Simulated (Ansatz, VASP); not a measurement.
# Two plane-wave programs on LiRe2H3

File INCAR:

```
SYSTEM = LiRe2H3
PREC     = Accurate       ! precision mode
ENCUT    = 600            ! plane-wave cutoff, eV
EDIFF    = 1E-6           ! SCF threshold, eV
ISMEAR   = 0              ! smearing method
SIGMA    = 0.1            ! smearing width, eV
LREAL    = .FALSE.        ! projectors in reciprocal space
LASPH    = .TRUE.         ! aspherical terms in the spheres
NELM     = 100            ! most SCF steps
ALGO     = Normal         ! electronic algorithm
ISIF     = 3              ! what is computed and relaxed
LWAVE    = .FALSE.        ! write WAVECAR
LCHARG   = .FALSE.        ! write CHGCAR
GGA      = PE             ! functional
IBRION   = 2              ! ionic algorithm
NSW      = 100            ! ionic steps
EDIFFG   = -0.01          ! ionic threshold
```

Contents of KPOINTS:

```
regular mesh
0
G
  12 12 12
  0 0 0
```

POSCAR

```
LiRe2H3
1.0
    4.6013436550      0.0000000000      0.0000000000
   -2.3006718275      3.9848804968      0.0000000000
    0.0000000000      0.0000000000      2.9121487306
Li Re H
1 2 3
Direct
    0.0000000000      0.0000000000      0.5000000000
    0.6666666667      0.3333333333      0.0000000000
    0.3333333333      0.6666666667      0.0000000000
    0.5000000000      0.5000000000      0.5000000000
    0.5000000000      0.0000000000      0.5000000000
    0.0000000000      0.5000000000      0.5000000000
```

Input for Ansatz:

```yaml
crystal:
  lattice:
    - [4.601343655, 0.0, 0.0]
    - [-2.3006718275, 3.9848804968, 0.0]
    - [0.0, 0.0, 2.9121487306]
  atoms:
    - { symbol: Li, position: [0.0, 0.0, 0.5] }
    - { symbol: Re, position: [0.6666666667, 0.3333333333, 0.0] }
    - { symbol: Re, position: [0.3333333333, 0.6666666667, 0.0] }
    - { symbol: H, position: [0.5, 0.5, 0.5] }
    - { symbol: H, position: [0.5, 0.0, 0.5] }
    - { symbol: H, position: [0.0, 0.5, 0.5] }
basis:
  ecutwfc: 420
kpoints:
  mp_grid: { grid: [12, 12, 12] }
hamiltonian:
  xc: pbe
scf:
  occupations: { method: gaussian, width: 0.1 }
output:
  forces: true
  stress: true
  eigenvalues: true
relax:
  adjacent_minimum: "off"
  f_tol: 0.01
  max_steps: 80
  cell: { stress_tol: 0.05 }
```

Change from the starting cell: species swapped into the ErCo3Ge2 type (P6mm, No. 183).

Alike in both runs: task relaxation of cell and atoms; functional PBE; k mesh 12 × 12 × 12; occupations gaussian, width 0.1 eV; no spin polarisation.

|  | VASP | Ansatz |
| --- | --- | --- |
| version | VASP 6.6.1 | Ansatz 0.2.0 |
| potentials or method | VASP PAW PBE potentials, release 64 (Li_sv, Re, H), cutoff 600 eV | scalar-relativistic, plane waves, PAW |
| valence electrons in the cell | 20 | 36 |

```csv
,VASP,Ansatz,Ansatz less VASP
"gap on the k mesh at the Fermi level, each at its own relaxed structure (eV)",none,none,-
relaxed volume (Å³/atom),8.90,8.89,-0.010
relaxed cell length with the largest relative difference (Å),2.905,2.898,-0.0064
```

A gap of «none» marks a metal or a gap that the smearing closes. VASP's potentials hold 20 valence electrons a cell and Ansatz's 36, so a difference there can come from the potentials and not from the codes.

Neither program's run includes spin-orbit coupling. Noted on VASP's run: the cutoff is short for stress, so the pressure is rough.
